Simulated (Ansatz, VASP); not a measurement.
## Rb in VASP and in Ansatz

File INCAR:

```
  PREC = Accurate
  ENCUT = 520
  EDIFF = 1E-7
  ISMEAR = -1
  SIGMA = 0.05
  LREAL = False
  LASPH = True
  NELM = 80
  ALGO = Normal
  ISIF = 2
  LWAVE = False
  LCHARG = False
  GGA = PE
  NBANDS = 16
```

File KPOINTS:

```
regular mesh
0
Gamma
  6 6 3
```

Contents of POSCAR:

```
Rb
1.0
    2.5879570603     -4.5318924641      0.0000000000
    2.5879570603      4.5318924641      0.0000000000
    0.0000000000      0.0000000000      8.6136919787
Rb
2
Direct
    0.1602887400      0.8397112600      0.7500000000
    0.8397112600      0.1602887400      0.2500000000
```

File input.yaml:

```yaml
crystal:
  lattice:
    - [2.5879570603, -4.5318924641, 0.0]
    - [2.5879570603, 4.5318924641, 0.0]
    - [0.0, 0.0, 8.6136919787]
  atoms:
    - { symbol: Rb, position: [0.16028874, 0.83971126, 0.75] }
    - { symbol: Rb, position: [0.83971126, 0.16028874, 0.25] }
hamiltonian:
  xc: pbe
  pseudopotentials: { kind: paw }
kpoints:
  mp_grid: { grid: [6, 6, 3] }
scf:
  occupations: { method: fermi_dirac, width: 0.05 }
output:
  forces: true
  stress: true
  eigenvalues: true
```

Alike in both runs: task single point; functional PBE; k mesh 6 × 6 × 3; occupations fermi-dirac, width 0.05 eV; no spin polarisation.

|  | VASP | Ansatz |
| --- | --- | --- |
| version | VASP 6.6.1 | Ansatz 0.2.0 |
| potentials or method | VASP PAW PBE potentials, release 64 (Rb_sv) | Ansatz PAW |
| plane-wave cutoff (eV) | 520 | 420 |
| valence electrons in the cell | 18 | 18 |

|  | VASP | Ansatz | Ansatz less VASP |
| --- | --- | --- | --- |
| gap on the k mesh at the Fermi level (eV) | none | none | - |
| pressure (GPa) | -0.2 | -0.2 | 0.00 |
| traceless stress, the component that is largest in VASP (GPa) | -0.06 | -0.06 | 0.000 |

A gap of «none» marks a metal or a gap that the smearing closes. With one functional, cell and mesh, what is left measures potentials, basis and numerics.
